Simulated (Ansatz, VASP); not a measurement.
## HfN in VASP and in Ansatz

```
Hf N
1.0
     0.00000    2.27390    2.38759
     2.27390    0.00000    2.38759
     2.27390    2.27390    0.00000
Hf N
1 1
Direct
  0.00000 0.00000 0.00000
  0.50000 0.50000 0.50000
```

Change from the starting cell: strain +0.000 along x and y, +0.050 along z, atoms carried along.

Alike in both runs: task single point; functional PBE; k mesh 22 × 22 × 22; occupations gaussian, width 0.15 eV; no spin polarisation.

|  | VASP | Ansatz |
| --- | --- | --- |
| version | VASP 6.6.1 | Ansatz 0.2.0 |
| potentials or method | VASP PAW PBE potentials, release 64 (Hf_pv, N), cutoff 520 eV | scalar-relativistic, plane waves, PAW |
| valence electrons in the cell | 15 | 31 |

```csv
,VASP,Ansatz,Ansatz less VASP
gap on the k mesh at the Fermi level (eV),none,none,-
pressure (GPa),-12.5,-10.3,+2.16
"traceless stress, the component that is largest in VASP (GPa)",-10.64,-10.88,-0.233
```

A gap of «none» marks a metal or a gap that the smearing closes. VASP's potentials hold 15 valence electrons a cell and Ansatz's 31, so a difference there can come from the potentials and not from the codes.

Neither program's run includes spin-orbit coupling.
